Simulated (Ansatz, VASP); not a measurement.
**Mg in VASP and in Ansatz**

The input INCAR:

```
PREC     = Accurate       # precision mode
ENCUT    = 520            # plane-wave cutoff, eV
EDIFF    = 1E-6           # SCF threshold, eV
ISMEAR   = -1             # smearing method
SIGMA    = 0.05           # smearing width, eV
LREAL    = False          # projectors in reciprocal space
LASPH    = True           # aspherical terms in the spheres
NELM     = 100            # most SCF steps
ALGO     = Normal         # electronic algorithm
ISIF     = 2              # what is computed and relaxed
LWAVE    = False          # write WAVECAR
LCHARG   = False          # write CHGCAR
GGA      = PS             # functional
NBANDS   = 7              # bands
```

File KPOINTS:

```
regular mesh
0
Gamma
  16 16 16
```

The input POSCAR:

```
Mg
1.0
   -1.4862784307      1.4862784307      1.4862784307
    1.4862784307     -1.4862784307      1.4862784307
    1.4862784307      1.4862784307     -1.4862784307
Mg
1
Direct
    0.0000000000      0.0000000000      0.0000000000
```

Input for Ansatz:

```yaml
crystal:
  lattice:
    - [-1.4862784307, 1.4862784307, 1.4862784307]
    - [1.4862784307, -1.4862784307, 1.4862784307]
    - [1.4862784307, 1.4862784307, -1.4862784307]
  atoms:
    - { symbol: Mg, position: [0.0, 0.0, 0.0] }
kpoints:
  mp_grid: { grid: [16, 16, 16] }
  band_path:
    path:
      - [0.0, 0.0, 0.0]
      - [0.5, -0.5, 0.5]
      - [0.0, 0.0, 0.5]
      - [0.0, 0.0, 0.0]
      - [0.25, 0.25, 0.25]
      - [0.5, -0.5, 0.5]
      - [0.25, 0.25, 0.25]
      - [0.0, 0.0, 0.5]
    npoints: 5
scf:
  occupations: { method: fermi_dirac, width: 0.05 }
hamiltonian:
  xc: pbesol
  pseudopotentials: { kind: all_electron, lapw: { basis_error: 0.00025 } }
output:
  forces: true
  stress: true
  eigenvalues: true
```

Change from the starting cell: volume scaled by 1.02.

Alike in both runs: task single point; functional PBEsol; k mesh 16 × 16 × 16; occupations fermi-dirac, width 0.05 eV; no spin polarisation.

```csv
,VASP,Ansatz
version,VASP 6.6.1,Ansatz 0.2.0
potentials or method,"VASP PAW PBE potentials, release 64 (Mg), cutoff 520 eV","all-electron LAPW, scalar-relativistic"
```

Ansatz gave:

| Property | Result |
| --- | --- |
| pressure (GPa) | 55.8 |

Problem. What did VASP give for the same quantities?

Solution. Pressure (GPa): 57.0.

VASP's potentials were made for PBE, not for PBEsol. Both programs put the cell under a high pressure, so it lies far from rest at this level. Ansatz ran all-electron here, and VASP with PAW potentials.
